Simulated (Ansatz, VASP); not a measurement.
One calculation of Sn3GeP, two programs

INCAR

```
SYSTEM = Sn3GeP
  ALGO = Normal
  EDIFF = 1E-6
  EDIFFG = -0.01
  ENCUT = 600
  GGA = PE
  IBRION = 2
  ISIF = 3
  ISMEAR = 0
  LASPH = .True.
  LCHARG = .False.
  LREAL = .False.
  LWAVE = .False.
  NELM = 80
  NSW = 100
  PREC = Accurate
  SIGMA = 0.1
```

File KPOINTS:

```
k-points
0
Gamma
  8 8 4
  0 0 0
```

Contents of POSCAR:

```
Sn3GeP
1.0
    3.7773192899      0.0000000000      0.0000000000
    0.0000000000      3.7773192899      0.0000000000
    0.0000000000      0.0000000000      8.9727242744
Sn Ge P
3 1 1
Direct
    0.5000000000      0.5000000000      0.7898303117
    0.5000000000      0.5000000000      0.2101696883
    0.0000000000      0.0000000000      0.0000000000
    0.0000000000      0.0000000000      0.5000000000
    0.5000000000      0.5000000000      0.5000000000
```

Input for Ansatz:

```yaml
crystal:
  lattice:
    - [3.7773192899, 0.0, 0.0]
    - [0.0, 3.7773192899, 0.0]
    - [0.0, 0.0, 8.9727242744]
  atoms:
    - { symbol: Sn, position: [0.5, 0.5, 0.7898303117] }
    - { symbol: Sn, position: [0.5, 0.5, 0.2101696883] }
    - { symbol: Sn, position: [0.0, 0.0, 0.0] }
    - { symbol: Ge, position: [0.0, 0.0, 0.5] }
    - { symbol: P, position: [0.5, 0.5, 0.5] }
basis:
  ecutwfc: 420
kpoints:
  mp_grid: { grid: [8, 8, 4] }
hamiltonian:
  xc: pbe
scf:
  occupations: { method: gaussian, width: 0.1 }
output:
  forces: true
  stress: true
  eigenvalues: true
  write_density: true
  write_potential: true
  elf: true
  volumetric_format: npy
relax:
  adjacent_minimum: "off"
  f_tol: 0.01
  max_steps: 80
  cell: { stress_tol: 0.05 }
```

Alike in both runs: task relaxation of cell and atoms; functional PBE; k mesh 8 × 8 × 4; occupations gaussian, width 0.1 eV; no spin polarisation.

```csv
,VASP,Ansatz
version,VASP 6.6.1,Ansatz 0.2.0
potentials or method,"VASP PAW PBE potentials, release 64 (Sn_d, Ge_d, P), cutoff 600 eV","scalar-relativistic, plane waves, PAW"
valence electrons in the cell,61,61
```

|  | VASP | Ansatz | Ansatz less VASP |
| --- | --- | --- | --- |
| gap on the k mesh at the Fermi level, each at its own relaxed structure (eV) | none | none | - |
| relaxed volume (Å³/atom) | 25.34 | 25.35 | +0.005 |
| relaxed length of the cell vector where the two differ most in proportion (Å) | 9.664 | 9.652 | -0.0118 |

A gap of «none» marks a metal or a gap that the smearing closes.
